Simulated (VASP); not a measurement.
Runs of VASP 6.6.1 on BAs. The structure is that of space group F-43m (No. 216), or close to it. The cells are those of the table. 

```csv
task,level,potentials or basis,cell,cutoff (eV),gap on the mesh (eV),pressure (GPa),relaxed volume (Å³/atom)
relaxation of cell and atoms,revPBE+D3(BJ),"VASP PAW PBE potentials, release 64 (B, As)","relaxed from a = 3.378 Å, angles 60.0°, 2 atoms",600,1.19,0.0,(b)
relaxation of cell and atoms,PBE+D4,"VASP PAW PBE potentials, release 64 (B, As)","relaxed from a = 3.378 Å, angles 60.0°, 2 atoms",600,1.18,0.0,(a)
single point,LDA,"VASP PAW LDA potentials, release 64 (B, As)","a = 3.346 Å, angles 60.0°, 2 atoms",520,1.11,1.0,-
relaxation of cell and atoms,LDA,"VASP PAW LDA potentials, release 64 (B, As)","relaxed from a = 3.378 Å, angles 60.0°, 2 atoms",600,1.12,0.0,13.33
single point,revPBE+D3(BJ),"VASP PAW PBE potentials, release 64 (B, As)","a = 3.353 Å, angles 60.0°, 2 atoms",520,1.18,(c),-
```

Alike in all rows: no spin polarisation; k mesh 8 × 8 × 8; smearing gaussian 0.01 eV.

Fill in the values left out.

(a) 13.53; (b) 13.39; (c) 0.7.

Caveats: the PAW data sets were made with another functional, which shifts forces and pressure a little (some runs).

A k mesh can miss the band edges, and the runs leave out spin-orbit coupling on As.
